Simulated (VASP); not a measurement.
Input of a VASP 6.6.1 run:

Contents of INCAR:

```
ALGO = Fast ; EDIFF = 1E-6
ENCUT = 520 ; GGA = PE
ISIF = 2 ; ISMEAR = -1
LASPH = T ; LCHARG = F
LREAL = F ; LWAVE = F
NBANDS = 12 ; NELM = 60
PREC = Accurate ; SIGMA = 0.05
```

Contents of KPOINTS:

```
k-points
0
Gamma
  10 10 10
```

The input POSCAR:

```
Sc
1.0
    3.2019616822      0.0000000000      0.0000000000
    1.5021078373      2.8441406042      0.0000000000
    1.5489936237      0.9264468030      2.6741812389
Sc
1
Direct
    0.0000000000      0.0000000000      0.0000000000
```

Potentials or basis: VASP PAW PBE potentials, release 64 (Sc_sv).

Command:

```sh
$ cat potpaw_PBE.64/Sc_sv/POTCAR > POTCAR
$ mpirun -np 1 vasp_std > vasp.out
```

Task: Predict the pressure.

Result: 0.7 GPa.

Stress tensor (GPa, compression positive):
```
1.65 0.99 0.52
0.99 0.23 0.43
0.52 0.43 0.23
```
